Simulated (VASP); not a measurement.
# Be27H in VASP: further runs

Runs on Be27H. Level: PBE. Tasks: single point.

Everything below comes from runs of VASP 6.6.1. Logs are shortened: lines on timing, memory, paths and dates and some standing lists are left out, and cuts for length are marked.

## (1) The cell of the first run

The cell holds a slab with vacuum, 28 atoms: a = 6.870 Å, b = 6.870 Å, c = 14.588 Å, α = 90.00°, β = 90.00°, γ = 60.00°.

## (2) Single point, PBE

Contents of INCAR:

```
ALGO = Normal ; EDIFF = 1E-6
ENCUT = 520 ; GGA = PE
ISIF = 2 ; ISMEAR = -1
LASPH = True ; LCHARG = True
LELF = True ; LREAL = Auto
LVHAR = True ; LWAVE = False
NBANDS = 48 ; NELM = 60
PREC = Accurate ; SIGMA = 0.1
```

Contents of KPOINTS:

```
k-points
0
Gamma
  3 3 1
```

Contents of POSCAR:

```
Be27H
1.0
    6.8700000000      0.0000000000      0.0000000000
    3.4350000000      5.9495950000      0.0000000000
    0.0000000000      0.0000000000     14.5884300000
Be H
27 1
Direct
    0.0000000000      0.0000000000      0.0685474722
    0.3333333333      0.0000000000      0.0685474722
    0.6666666667      0.0000000000      0.0685474722
    0.0000000280      0.3333332773      0.0685474722
    0.3333333613      0.3333332773      0.0685474722
    0.6666666947      0.3333332773      0.0685474722
   -0.0000000280      0.6666667227      0.0685474722
    0.3333333053      0.6666667227      0.0685474722
    0.6666666387      0.6666667227      0.0685474722
   -0.1092527565      0.2209515101      0.1969431940
    0.2222405377      0.2222347908      0.1913767965
    0.5549757999      0.2209098266      0.1969600567
   -0.1092352934      0.5549317222      0.1969120735
    0.2208894566      0.5549794566      0.1969717783
    0.5555898190      0.5555737828      0.1973367936
   -0.1111653958      0.8888082298      0.1951254522
    0.2209942554      0.8907317221      0.1969492947
    0.5549318498      0.8907604635      0.1969299644
   -0.0028919406     -0.0028691029      0.3226345124
    0.3348164927     -0.0030862605      0.3227862765
    0.6722127908     -0.0028104434      0.3226031862
   -0.0030824873      0.3347693414      0.3227460392
    0.3347989231      0.3348219501      0.3228205503
    0.6670717779      0.3323501852      0.3247761411
   -0.0027731138      0.6722449175      0.3226188150
    0.3323712323      0.6670522952      0.3248138422
    0.6670808745      0.6671386876      0.3246900455
    0.2220806475      1.2220771330      0.3789868409
```

Potentials or basis: VASP PAW PBE potentials, release 64 (Be, H).

Command:

```sh
$ cat potpaw_PBE.64/Be/POTCAR potpaw_PBE.64/H/POTCAR > POTCAR
$ mpirun -np 1 vasp_std > vasp.out
```

OUTCAR:

```text
EDIFF = 1E-6
   ENCUT = 520
   GGA = PE
   ISIF = 2
   ISMEAR = -1
   LASPH = True
   LREAL = Auto
   NELM = 60
   PREC = Accurate

 ion  position               nearest neighbor table
   1  0.000  0.000  0.069-  16 2.27  10 2.29  17 2.29   8 2.29   4 2.29   6 2.29   7 2.29   3 2.29
                             2 2.29
   2  0.333  0.000  0.069-  11 2.23   8 2.29   4 2.29   5 2.29   9 2.29   1 2.29   3 2.29  18 2.29
                            17 2.29
   3  0.667  0.000  0.069-  16 2.27  18 2.29  12 2.29   7 2.29   6 2.29   9 2.29   5 2.29   1 2.29
                             2 2.29
   4  0.000  0.333  0.069-  11 2.23   2 2.29   1 2.29   5 2.29   6 2.29   9 2.29   7 2.29  13 2.29
                            10 2.29
   5  0.333  0.333  0.069-  11 2.23   2 2.29   3 2.29   4 2.29   6 2.29   7 2.29   8 2.29  12 2.29
                            14 2.29
   6  0.667  0.333  0.069-   3 2.29   1 2.29   4 2.29   5 2.29   8 2.29   9 2.29  15 2.30  10 2.30
                            12 2.30
   7  1.000  0.667  0.069-  16 2.27  13 2.29  14 2.29   3 2.29   1 2.29   9 2.29   8 2.29   5 2.29
                             4 2.29
   8  0.333  0.667  0.069-   2 2.29   1 2.29   7 2.29   9 2.29   6 2.29   5 2.29  15 2.30  17 2.30
                            14 2.30
   9  0.667  0.667  0.069-   3 2.29   2 2.29   7 2.29   8 2.29   4 2.29   6 2.29  15 2.30  13 2.30
                            18 2.30
  10  0.891  0.221  0.197-  22 2.25  19 2.27  17 2.27  11 2.28   1 2.29  16 2.29   4 2.29  24 2.29
                            13 2.29   6 2.30  15 2.30  12 2.31
  11  0.222  0.222  0.191-   5 2.23   2 2.23   4 2.23  14 2.28  12 2.28  18 2.28  13 2.28  17 2.28
                            10 2.28  22 2.34  23 2.34  20 2.34
[... 14 lines left out ...]
  19  0.997  0.997  0.323-  25 2.23  21 2.23  16 2.26  10 2.27  17 2.27  24 2.29  26 2.29  22 2.32
                            20 2.32
  20  0.335  0.997  0.323-  28 1.57  17 2.25  18 2.26  27 2.27  26 2.27  21 2.32  19 2.32  22 2.32
                            23 2.32  11 2.34
  21  0.672  0.997  0.323-  19 2.23  25 2.23  16 2.26  12 2.27  18 2.27  24 2.29  27 2.29  23 2.32
                            20 2.32
  22  0.997  0.335  0.323-  28 1.57  10 2.25  13 2.26  24 2.27  27 2.27  19 2.32  25 2.32  20 2.32
                            23 2.32  11 2.34
  23  0.335  0.335  0.323-  28 1.57  14 2.26  12 2.26  26 2.27  24 2.27  25 2.32  21 2.32  20 2.32
                            22 2.32  11 2.34
  24  0.667  0.332  0.325-  23 2.27  22 2.27  15 2.28  21 2.29  19 2.29  12 2.29  10 2.29  26 2.30
                            27 2.30
  25  0.997  0.672  0.323-  19 2.23  21 2.23  16 2.26  14 2.27  13 2.27  26 2.29  27 2.29  23 2.32
                            22 2.32
  26  0.332  0.667  0.325-  23 2.27  20 2.27  25 2.29  15 2.29  19 2.29  14 2.29  17 2.29  24 2.30
                            27 2.30
  27  0.667  0.667  0.325-  20 2.27  22 2.27  15 2.28  21 2.29  25 2.29  18 2.29  13 2.29  26 2.30
                            24 2.30
  28  0.222  0.222  0.379-  20 1.57  22 1.57  23 1.57

  LATTYP: Found a hexagonal cell.
 ALAT       =     6.8700004122
 C/A-ratio  =     2.1234976892

  Lattice vectors:

 A1 = (  -3.4350000000,  -5.9495950000,   0.0000000000)
 A2 = (   6.8700000000,   0.0000000000,   0.0000000000)
 A3 = (   0.0000000000,   0.0000000000,  14.5884300000)

Analysis of symmetry for initial positions (statically):
=====================================================================
 Subroutine PRICEL returns:
 Original cell was already a primitive cell.

 Routine SETGRP: Setting up the symmetry group for a
 hexagonal supercell.

 Subroutine GETGRP returns: Found  1 space group operations
 (whereof  1 operations were pure point group operations)
 out of a pool of 24 trial point group operations.

The static configuration has the point symmetry C_1 .

Analysis of symmetry for dynamics (positions and initial velocities):
=====================================================================
 Subroutine PRICEL returns:
 Original cell was already a primitive cell.

 Routine SETGRP: Setting up the symmetry group for a
 hexagonal supercell.

 Subroutine GETGRP returns: Found  1 space group operations
 (whereof  1 operations were pure point group operations)
 out of a pool of 24 trial point group operations.

The dynamic configuration has the point symmetry C_1 .

 Subroutine INISYM returns: Found  1 space group operations
 (whereof  1 operations are pure point group operations),
 and found     1 'primitive' translations

----------------------------------------------------------------------------------------

                                     Primitive cell

  volume of cell :     596.2834

  direct lattice vectors                    reciprocal lattice vectors
     6.870000000  0.000000000  0.000000000     0.145560408 -0.084039334  0.000000000
     3.435000000  5.949595000  0.000000000     0.000000000  0.168078668  0.000000000
     0.000000000  0.000000000 14.588430000     0.000000000  0.000000000  0.068547472

  length of vectors
     6.870000000  6.870000412 14.588430000     0.168078678  0.168078668  0.068547472

  position of ions in fractional coordinates (direct lattice)
     0.000000000  0.000000000  0.068547472
     0.333333333  0.000000000  0.068547472
     0.666666667  0.000000000  0.068547472
     0.000000028  0.333333277  0.068547472
     0.333333361  0.333333277  0.068547472
     0.666666695  0.333333277  0.068547472
[... 20 lines left out ...]
     0.667080875  0.667138688  0.324690045
     0.222080648  0.222077133  0.378986841

  ion indices of the primitive-cell ions
   primitive index   ion index
                 1           1
                 2           2
                 3           3
                 4           4
                 5           5
                 6           6
[... 20 lines left out ...]
                27          27
                28          28

----------------------------------------------------------------------------------------

 KPOINTS: k-points

Automatic generation of k-mesh.
 Grid dimensions read from file:
 generate k-points for:    3    3    1

 Generating k-lattice:

  Cartesian coordinates                     Fractional coordinates (reciprocal lattice)
     0.048520136 -0.028013111  0.000000000     0.333333333 -0.000000000  0.000000000
     0.000000000  0.056026223  0.000000000     0.000000000  0.333333333  0.000000000
     0.000000000  0.000000000  0.068547472     0.000000000  0.000000000  1.000000000

  Length of vectors
     0.056026226  0.056026223  0.068547472

  Shift w.r.t. Gamma in fractional coordinates (k-lattice)
     0.000000000  0.000000000  0.000000000

 Subroutine IBZKPT returns following result:
 ===========================================

 Found      5 irreducible k-points:

 Following reciprocal coordinates:
            Coordinates               Weight
  0.000000  0.000000  0.000000      1.000000
  0.333333 -0.000000  0.000000      2.000000
  0.333333  0.333333  0.000000      2.000000
  0.000000  0.333333  0.000000      2.000000
 -0.333333  0.333333  0.000000      2.000000
   k-points           NKPTS =      5   k-points in BZ     NKDIM =      5   number of bands    NBANDS=     48
   number of dos      NEDOS =    301   number of ions     NIONS =     28
   total plane-waves  NPLWV = 314928
   dimension x,y,z NGX =    54 NGY =   54 NGZ =  108
   dimension x,y,z NGXF=   108 NGYF=  108 NGZF=  216
   ions per type =              27   1
   NGX,Y,Z   is equivalent  to a cutoff of  13.07, 13.07, 12.31 a.u.
   NGXF,Y,Z  is equivalent  to a cutoff of  26.13, 26.13, 24.61 a.u.
 SYSTEM =  unknown system
   PREC   = accura    normal or accurate (medium, high low for compatibility)
   ISTART =      0    job   : 0-new  1-cont  2-samecut
   ICHARG =      2    charge: 1-file 2-atom 10-const
   ISPIN  =      1    spin polarized calculation?
   LNONCOLLINEAR =      F non collinear calculations
   LSORBIT =      F    spin-orbit coupling
   LASPH  =      T    aspherical Exc in radial PAW
   ENCUT  =  520.0 eV  38.22 Ry    6.18 a.u.  12.77 12.77 27.12*2*pi/ulx,y,z
   NELM   =     60;   NELMIN=  2; NELMDL= -5     # of ELM steps
   EDIFF  = 0.1E-05   stopping-criterion for ELM
   LREAL  =      T    real-space projection
   EDIFFG = 0.1E-04   stopping-criterion for IOM
   NSW    =      0    number of steps for IOM
   IBRION =     -1    ionic relax: 0-MD 1-quasi-New 2-CG
   NFREE  =      0    steps in history (QN), initial steepest desc. (CG)
   ISIF   =      2    stress and relaxation
   ISYM   =      2    0-nonsym 1-usesym 2-fastsym
   POTIM  = 0.5000    time-step for ionic-motion
   TEBEG  =    0.0;   TEEND  =   0.0 temperature during run
   PSTRESS=    0.0 pullay stress
   NELECT =      55.0000    total number of electrons
   NUPDOWN=      -1.0000    fix difference up-down
   EMIN   =  10.00;   EMAX   =-10.00  energy-range for DOS
   EFERMI =   0.00;   METHOD = LEGACY
   ISMEAR =    -1;   SIGMA  =   0.10  broadening in eV -4-tet -1-fermi 0-gaus
   EFERMI_NEDOS =   21; number of points for ismear=-14 and -15
   IALGO  =     38    algorithm
   IMIX   =      4    mixing-type and parameters
     AMIX     =   0.40;   BMIX     =  1.00
     AMIX_MAG =   1.60;   BMIX_MAG =  1.00
  volume/ion in A,a.u.               =      21.30       143.71
  Fermi-wavevector in a.u.,A,eV,Ry     =   0.739682  1.397796  7.444141  0.547129
  Thomas-Fermi vector in A             =   1.833903
   LORBIT       =      0    0 simple, 1 ext, 2 COOP (PROOUT), +10 PAW based schemes
   GGA     = PE    functional components
   LHFCALC =     F    Hartree Fock is set to
   AEXX    =    0.0000 exact exchange contribution
   IVDW    =     0    specifies the selected vdW correction
   LEPSILON=     F    determine dielectric tensor
   LRPA    =     F    only Hartree local field effects (RPA)
 non-spin polarized calculation
  energy-cutoff  :      520.00
  volume of cell :      596.28
 maximum number of plane-waves:     16070
 NGX is ok and might be reduce to    54
   NGX = 25   NGY = 25   NGZ = 55

 number of electron      55.0000000 magnetization

 Free energy of the ion-electron system (eV)
  ---------------------------------------------------
  ext. energy  EPLUGINS =         0.00000000
  ---------------------------------------------------
  free energy    TOTEN  =       -96.32593121 eV

  energy without entropy =      -95.97741226  energy(sigma->0) =      -96.15167173

 E-fermi :  -0.9207     XC(G=0):  -5.3001

 val. band max:       -0.9635063655   @ k =  -0.3333   0.3333   0.0000
 cond. band min:      -0.8441899978   @ k =   0.0000   0.3333   0.0000
 fundamental gap:      0.1193163677
 Fermi energy:        -0.9207269059

 k-point     1 :       0.0000    0.0000    0.0000
  band No.  band energies     occupation
      1     -10.5035      2.00000
      2      -8.8090      2.00000
      3      -7.8034      2.00000
      4      -7.2742      2.00000
      5      -7.2734      2.00000
      6      -7.2371      2.00000
[... 199 lines left out ...]
     38       3.4252      0.00000
     39       3.4863      0.00000
 [bands above 39 left out]

------------------------ aborting loop because EDIFF is reached ----------------------------------------

  FORCE on cell =-STRESS in cart. coord.  units (eV):
  Direction    XX          YY          ZZ          XY          YZ          ZX
  --------------------------------------------------------------------------------------
  -------------------------------------------------------------------------------------
  Total      -21.9105974    -21.9146772      0.1407932      0.0073543      0.0095605      0.0166986
  in kB      -58.8724495    -58.8834115      0.3783028      0.0197605      0.0256885      0.0448681
  external PRESSURE =     -39.1258528 kB  Pullay stress =       0.0000000 kB

 VOLUME and BASIS-vectors are now :
 -----------------------------------------------------------------------------
  energy-cutoff  :      520.00
  volume of cell :      596.28
      direct lattice vectors                 reciprocal lattice vectors
     6.870000000  0.000000000  0.000000000     0.145560408 -0.084039334  0.000000000
     3.435000000  5.949595000  0.000000000     0.000000000  0.168078668  0.000000000
     0.000000000  0.000000000 14.588430000     0.000000000  0.000000000  0.068547472

 POSITION                                       TOTAL-FORCE (eV/Angst)
 -----------------------------------------------------------------------------------
      0.00000      0.00000      1.00000         0.039487      0.022477      0.031756
      2.29000      0.00000      1.00000        -0.000672     -0.068346     -0.004085
      4.58000      0.00000      1.00000        -0.040149      0.023671      0.031635
      1.14500      1.98320      1.00000        -0.059482      0.033328     -0.004347
      3.43500      1.98320      1.00000         0.059818      0.034600     -0.003553
      5.72500      1.98320      1.00000        -0.000398      0.008815     -0.037860
[... 20 lines left out ...]
      6.87447      3.96921      4.73672        -0.002829     -0.003524      0.008484
      2.28853      1.32127      5.52882         0.002751      0.002308      0.005015
 -----------------------------------------------------------------------------------
    total drift:                                0.000050     -0.000177      0.003582

  FREE ENERGIE OF THE ION-ELECTRON SYSTEM (eV)
  ---------------------------------------------------
  free  energy   TOTEN  =       -96.3259312101 eV

  energy  without entropy=      -95.9774122571  energy(sigma->0) =      -96.15167173
```

Run time: 13 min. Hardware: 1 thread of AMD EPYC, shared host; peak memory 0.61 GiB.

Results:

- Free energy: -96.3259 eV
- Largest force: 0.069 eV/Å

Forces on the atoms (eV/Å):
```
Be   0.039  0.022  0.032
Be  -0.001 -0.068 -0.004
Be  -0.040  0.024  0.032
Be  -0.059  0.033 -0.004
Be   0.060  0.035 -0.004
Be   0.000  0.009 -0.038
Be   0.001 -0.047  0.031
Be   0.007 -0.005 -0.038
Be  -0.008 -0.004 -0.039
Be  -0.005 -0.001 -0.005
Be  -0.002 -0.002  0.013
Be   0.005  0.001 -0.007
Be  -0.002  0.005 -0.002
Be   0.004  0.003 -0.008
Be  -0.004 -0.002 -0.004
Be   0.002  0.001  0.005
Be  -0.005 -0.003 -0.004
Be   0.002 -0.004 -0.005
Be   0.007  0.003  0.004
Be   0.000 -0.004  0.003
Be  -0.004  0.001  0.006
Be  -0.002  0.003  0.005
Be   0.002  0.001  0.003
Be   0.001  0.005  0.004
Be  -0.004 -0.005  0.005
Be   0.005 -0.001  0.003
Be  -0.003 -0.004  0.008
H    0.003  0.002  0.005
```

(Continued in part 2 of 2.)
